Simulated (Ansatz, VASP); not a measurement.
## In in VASP and in Ansatz

INCAR

```
SYSTEM = In
PREC = Accurate
ENCUT = 520
EDIFF = 1E-6
ISMEAR = -1
SIGMA = 0.05
LREAL = .False.
LASPH = .True.
NELM = 150
ALGO = Normal
ISIF = 2
LWAVE = .False.
LCHARG = .True.
MAGMOM = 0 0 0
LORBIT = 11
LSORBIT = .True.
GGA_COMPAT = .False.
LORBMOM = .True.
GGA = PS
LVHAR = .True.
NBANDS = 24
```

File KPOINTS:

```
regular mesh
0
Gamma
  11 11 11
  0 0 0
```

POSCAR

```
In
1.0
   -1.6254700000      1.6254700000      2.4737000000
    1.6254700000     -1.6254700000      2.4737000000
    1.6254700000      1.6254700000     -2.4737000000
In
1
Direct
    0.0000000000      0.0000000000      0.0000000000
```

File input.yaml:

```yaml
crystal:
  lattice:
    - [-1.62547, 1.62547, 2.4737]
    - [1.62547, -1.62547, 2.4737]
    - [1.62547, 1.62547, -2.4737]
  atoms:
    - { symbol: In, position: [0.0, 0.0, 0.0] }
hamiltonian:
  xc: pbesol
  pseudopotentials: { kind: paw_fr }
magnetization:
  noncollinear: true
  spin_orbit: true
kpoints:
  mp_grid: { grid: [11, 11, 11] }
  band_path:
    path:
      - [[0.0, 0.0, 0.0], [0.0, 0.0, 0.5], [-0.2158906645, 0.2158906645, 0.5], [-0.3579453323, 0.3579453323, 0.3579453323], [0.0, 0.0, 0.0], [0.5, 0.5, -0.5], [0.3579453323, 0.6420546677, -0.3579453323], [0.0, 0.5, 0.0], [0.25, 0.25, 0.25], [0.5, 0.5, -0.2158906645], [0.5, 0.5, -0.5]]
      - [[0.0, 0.0, 0.5], [0.25, 0.25, 0.25]]
    npoints: 14
scf:
  occupations: { method: fermi_dirac, width: 0.05 }
  n_extra_bands: 6
output:
  forces: true
  stress: true
  eigenvalues: true
  fatbands: false
```

Alike in both runs: functional PBEsol; k mesh 11 × 11 × 11; occupations fermi-dirac, width 0.05 eV; non-collinear spin, spin-orbit coupling.

|  | VASP | Ansatz |
| --- | --- | --- |
| version | VASP 6.6.1 | Ansatz 0.2.0 |
| potentials or method | VASP PAW PBE potentials, release 64 (In_d) | Ansatz PAW |
| plane-wave cutoff (eV) | 520 | 420 |
| valence electrons in the cell | 13 | 13 |
| task | single point | band structure |

|  | VASP | Ansatz | Ansatz less VASP |
| --- | --- | --- | --- |
| pressure (GPa) | -1.0 | -1.0 | +0.01 |
| traceless stress, the component that is largest in VASP (GPa) | -0.23 | -0.23 | +0.006 |
| net moment per atom (μB) | 0.00 | 0.00 | 0.000 |

VASP's potentials were made for PBE, not for PBEsol.
